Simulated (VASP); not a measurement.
# Si4N in VASP: a series of runs, part 2 of 2

VASP 6.6.1. Earlier steps stand in the parts before.

## Step 3: Single point, PBE+D3(BJ), collinear spin, ferromagnetic start

Contents of INCAR:

```
  PREC = Accurate
  ENCUT = 520
  EDIFF = 1E-6
  ISMEAR = 0
  SIGMA = 0.05
  LREAL = False
  LASPH = True
  NELM = 150
  ALGO = Normal
  ISIF = 2
  LWAVE = False
  LCHARG = False
  ISPIN = 2
  MAGMOM = 0 0 0 0 3
  LORBIT = 11
  LDIPOL = True
  IDIPOL = 3
  DIPOL = 0.5 0.5 0.335
  GGA = PE
  IVDW = 12
  NBANDS = 22
```

Contents of KPOINTS:

```
Automatic mesh
0
Gamma
  7 7 1
```

Contents of POSCAR:

```
Si4N
1.0
    3.8333442755      0.0000000000      0.0000000000
    0.0000000000      3.8333442755      0.0000000000
    0.0000000000      0.0000000000     21.1034818114
Si N
4 1
Direct
    0.0000000000      0.5000000000      0.1895421825
    0.0000000000      0.0000000000      0.2537634269
    0.5000000000      0.0000000000      0.3207061922
    0.5000000000      0.5000000000      0.3839879070
    0.6250000000      0.7500000000      0.5261445439
```

Potentials or basis: VASP PAW PBE potentials, release 64 (Si, N).

Launch:

```sh
$ cat potpaw_PBE.64/Si/POTCAR potpaw_PBE.64/N/POTCAR > POTCAR
$ mpirun -np 1 vasp_std > vasp.out
```

OUTCAR:

```text
PREC = Accurate
   ENCUT = 520
   EDIFF = 1E-6
   ISMEAR = 0
   LREAL = False
   LASPH = True
   NELM = 150
   ISIF = 2
   ISPIN = 2
   LORBIT = 11
   GGA = PE
   IVDW = 12
 IVDW          = 12

 ion  position               nearest neighbor table
   1  0.000  0.500  0.190-   2 2.35   2 2.35
   2  0.000  0.000  0.254-   1 2.35   1 2.35   3 2.38   3 2.38
   3  0.500  0.000  0.321-   4 2.34   4 2.34   2 2.38   2 2.38
   4  0.500  0.500  0.384-   3 2.34   3 2.34
   5  0.625  0.750  0.526-

  LATTYP: Found a simple tetragonal cell.
 ALAT       =     3.8333442755
 C/A-ratio  =     5.5052404101

  Lattice vectors:

 A1 = (   3.8333442755,   0.0000000000,   0.0000000000)
 A2 = (   0.0000000000,   3.8333442755,   0.0000000000)
 A3 = (   0.0000000000,   0.0000000000,  21.1034818114)

Analysis of symmetry for initial positions (statically):
=====================================================================
 Subroutine PRICEL returns:
 Original cell was already a primitive cell.

 Routine SETGRP: Setting up the symmetry group for a
 simple tetragonal supercell.

 Subroutine GETGRP returns: Found  1 space group operations
 (whereof  1 operations were pure point group operations)
 out of a pool of 16 trial point group operations.

The static configuration has the point symmetry C_1 .

Analysis of symmetry for dynamics (positions and initial velocities):
=====================================================================
 Subroutine PRICEL returns:
 Original cell was already a primitive cell.

 Routine SETGRP: Setting up the symmetry group for a
 simple tetragonal supercell.

 Subroutine GETGRP returns: Found  1 space group operations
 (whereof  1 operations were pure point group operations)
 out of a pool of 16 trial point group operations.

The dynamic configuration has the point symmetry C_1 .

Analysis of structural, dynamic, and magnetic symmetry:
[... 177 lines left out ...]

 k-point     1 :       0.0000    0.0000    0.0000
  band No.  band energies     occupation
      1     -16.4287      1.00000
      2     -13.2777      1.00000
      3     -11.1264      1.00000
      4      -7.8177      1.00000
      5      -5.0479      1.00000
      6      -4.6058      1.00000
[... 589 lines left out ...]
     21       5.2597      0.00000
     22       5.9942      0.00000

 [... further k-points ...]

 spin component 2

 k-point     1 :       0.0000    0.0000    0.0000
  band No.  band energies     occupation
      1     -13.3173      1.00000
      2     -12.1428      1.00000
      3     -11.1617      1.00000
      4      -7.8573      1.00000
      5      -4.3722      1.00000
      6      -4.1584      1.00000
[... 589 lines left out ...]
     21       5.3216      0.00000
     22       6.1082      0.00000

 [... further k-points ...]

------------------------ aborting loop because EDIFF is reached ----------------------------------------

 vacuum level on the upper side and lower side of the slab       (xc-potential included)         0.295        -0.295

 Edisp (eV)   -0.99171

 E8    (eV) :    -0.4216

  FORCE on cell =-STRESS in cart. coord.  units (eV):
  Direction    XX          YY          ZZ          XY          YZ          ZX
  --------------------------------------------------------------------------------------
  -------------------------------------------------------------------------------------
  Total      -3.94979    -1.13395    -1.57676    -0.04864    -0.31221    -0.17369
  in kB     -20.40679    -5.85860    -8.14642    -0.25130    -1.61305    -0.89737
  external pressure =      -11.47 kB  Pullay stress =        0.00 kB

 VOLUME and BASIS-vectors are now :
 -----------------------------------------------------------------------------
  energy-cutoff  :      520.00
  volume of cell :      310.11
      direct lattice vectors                 reciprocal lattice vectors
     3.833344276  0.000000000  0.000000000     0.260868821  0.000000000  0.000000000
     0.000000000  3.833344276  0.000000000     0.000000000  0.260868821  0.000000000
     0.000000000  0.000000000 21.103481811     0.000000000  0.000000000  0.047385546

 POSITION                                       TOTAL-FORCE (eV/Angst)
 -----------------------------------------------------------------------------------
      0.00000      1.91667      4.00000         0.003585      0.013009      0.061256
      0.00000      0.00000      5.35529        -0.002745      0.009846      0.056460
      1.91667      0.00000      6.76802         0.027998     -0.040159      0.034410
      1.91667      1.91667      8.10348         0.014234      0.112545      0.212595
      2.39584      2.87501     11.10348        -0.043074     -0.095241     -0.364721
 -----------------------------------------------------------------------------------
    total drift:                               -0.000061      0.000089      0.000148

  FREE ENERGIE OF THE ION-ELECTRON SYSTEM (eV)
  ---------------------------------------------------
  free  energy   TOTEN  =       -22.3045257856 eV

  energy  without entropy=      -22.3021913189  energy(sigma->0) =      -22.30335855

 vacuum level on the upper side and lower side of the slab         3.538         2.933

 total charge

# of ion       s       p       d       tot
------------------------------------------
    1        0.863   0.721   0.000   1.585
    2        0.776   0.894   0.000   1.670
    3        0.775   0.896   0.000   1.671
    4        0.856   0.720   0.000   1.576
    5        1.363   1.911   0.000   3.275
--------------------------------------------------
tot          4.633   5.143   0.000   9.776

 magnetization (x)

# of ion       s       p       d       tot
------------------------------------------
    1        0.002  -0.006   0.000  -0.004
    2        0.000  -0.011   0.000  -0.011
    3        0.004  -0.015   0.000  -0.011
    4       -0.004  -0.054   0.000  -0.058
    5        0.038   1.831   0.000   1.868
--------------------------------------------------
tot          0.040   1.744   0.000   1.784
```

OSZICAR:

```text
N       E                     dE             d eps       ncg     rms          rms(c)
DAV:   1     0.925285314712E+02    0.92529E+02   -0.63334E+03  2200   0.658E+02
DAV:   2    -0.843291762957E+01   -0.10096E+03   -0.96352E+02  3136   0.125E+02
DAV:   3    -0.214099114104E+02   -0.12977E+02   -0.12645E+02  2834   0.409E+01
[... 20 lines left out ...]
DAV:  24    -0.213127986770E+02   -0.17965E-04   -0.67040E-07  2292   0.174E-03    0.527E-04
DAV:  25    -0.213128083183E+02   -0.96414E-05   -0.32214E-07  2452   0.116E-03    0.386E-04
DAV:  26    -0.213128112304E+02   -0.29120E-05   -0.15591E-07  2114   0.792E-04    0.239E-04
DAV:  27    -0.213128126790E+02   -0.14487E-05   -0.10814E-07  2292   0.645E-04    0.172E-04
DAV:  28    -0.213128129438E+02   -0.26479E-06   -0.12389E-08  2150   0.299E-04
   1 F= -.22304526E+02 E0= -.22303359E+02  d E =-.233447E-02  mag=     2.6353
```

stdout:

```text
POSCAR found type information on POSCAR SiN
 POSCAR found :  2 types and       5 ions
 scaLAPACK will be used
 LDA part: xc-table for (Slater+PW92), standard interpolation
 POSCAR, INCAR and KPOINTS ok, starting setup
 FFT: planning ... GRIDC
 FFT: planning ... GRID_SOFT
 FFT: planning ... GRID
 WAVECAR not read
 entering main loop
```

Run time: 17 min. Hardware: 1 thread of AMD EPYC 7R13, shared host; peak memory 0.61 GiB.

Results:

```yaml
Free_energy: -22.3045 eV
Largest_force: 0.379 eV/Å
Net_moment: 2.64 μB per cell
Site_moments: Si -0.00, -0.01, -0.06 (each value once); N +1.87 μB
Valence_electrons_inside_the_program's_atomic_spheres: Si 1.58, 1.67 (each value once); N 3.27
Dispersion_energy_per_atom: -0.198 eV
```

Forces on the atoms (eV/Å):
```
Si   0.004  0.013  0.061
Si  -0.003  0.010  0.056
Si   0.028 -0.040  0.034
Si   0.014  0.113  0.213
N   -0.043 -0.095 -0.365
```
